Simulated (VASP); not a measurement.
Set up this calculation in VASP 6.6.1, as the native input.

```
Task                   : single point
Functional             : PBE
Potentials or basis    : VASP PAW PBE potentials, release 64 (Rb_sv)
Cutoff                 : 520 eV
k mesh                 : 12 × 12 × 12
Occupations            : gaussian, width 0.1 eV
Spin                   : no spin polarisation
Dipole correction      : no
Further INCAR settings : ALGO = Fast; EDIFF = 1e-07; NBANDS = 16
```

The structure of Rb lies in POSCAR:

```
Rb
1.0
   -2.3082368969      2.3082368969      9.0001961939
    2.3082368969     -2.3082368969      9.0001961939
    2.3082368969      2.3082368969     -9.0001961939
Rb
2
Direct
    0.2500000000      0.7500000000      0.5000000000
    0.5000000000      0.5000000000      0.0000000000
```

This cell differs from its parent crystal: strained.

One way to write it, as run:

INCAR

```
PREC = Accurate ; ENCUT = 520
EDIFF = 1E-7 ; ISMEAR = 0
SIGMA = 0.1 ; LREAL = F
LASPH = T ; NELM = 100
ALGO = Fast ; ISIF = 2
LWAVE = F ; LCHARG = T
GGA = PE ; LELF = T
LVHAR = T ; NBANDS = 16
```

KPOINTS

```
Automatic mesh
0
Gamma
  12 12 12
```

Potentials or basis: VASP PAW PBE potentials, release 64 (Rb_sv).

Command:

```console
$ cat potpaw_PBE.64/Rb_sv/POTCAR > POTCAR
$ mpirun -np 1 vasp_std > vasp.out
```

Results of the run:

| Quantity | Value |
| --- | --- |
| Pressure | 0.0 GPa |
| Band gap on the k mesh | zero (bands 9 and 10 overlap by 2.40 eV) |

Caveat: the cell differs from its parent crystal (strained).

It took 21 min on 1 thread of Intel(R) Xeon(R) 6975P-C (Granite Rapids), with other jobs on the host, peak memory 0.92 GiB.
